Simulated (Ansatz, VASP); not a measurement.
**ZnPtC6N6 in VASP and in Ansatz**

```
Zn Pt C N
1.0
     0.00000    5.25520    5.25520
     5.25520    0.00000    5.25520
     5.25520    5.25520    0.00000
Zn Pt C N
1 1 6 6
Direct
  0.50000 0.50000 0.50000
  0.00000 0.00000 0.00000
  0.19030 0.19030 0.80970
  0.80970 0.80970 0.19030
  0.80970 0.19030 0.19030
  0.19030 0.80970 0.80970
  0.19030 0.80970 0.19030
  0.80970 0.19030 0.80970
  0.30025 0.30025 0.69975
  0.69975 0.69975 0.30025
  0.69975 0.30025 0.30025
  0.30025 0.69975 0.69975
  0.30025 0.69975 0.30025
  0.69975 0.30025 0.69975
```

Alike in both runs: functional PBE; k mesh 6 × 6 × 6; occupations fermi-dirac, width 0.05 eV; no spin polarisation.

Ansatz relaxed the structure, and its values are those at the end. VASP's run is a single point on that final structure, the one shown.

|  | VASP | Ansatz |
| --- | --- | --- |
| version | VASP 6.6.1 | Ansatz 0.2.0 |
| potentials or method | VASP PAW PBE potentials, release 64 (Zn, Pt_sv_GW, C, N) | plane-wave PAW, scalar-relativistic |
| plane-wave cutoff (eV) | 700 | 420 |
| valence electrons in the cell | 84 | 84 |

```tsv
	VASP	Ansatz	Ansatz less VASP
gap on the k mesh at the Fermi level (eV)	5.00	5.04	+0.041
pressure (GPa)	2.7	2.4	-0.36
rms of the force components (eV/Å)	0.230	0.001	-0.2284
```

One of these differences is far larger than is usual between the two programs; its cause wasn't traced. Ansatz's warnings: stress scf threshold loose.

Spin-orbit coupling is off throughout. Noted on VASP's run: the standard files for N, O and F lose accuracy on very short bonds.
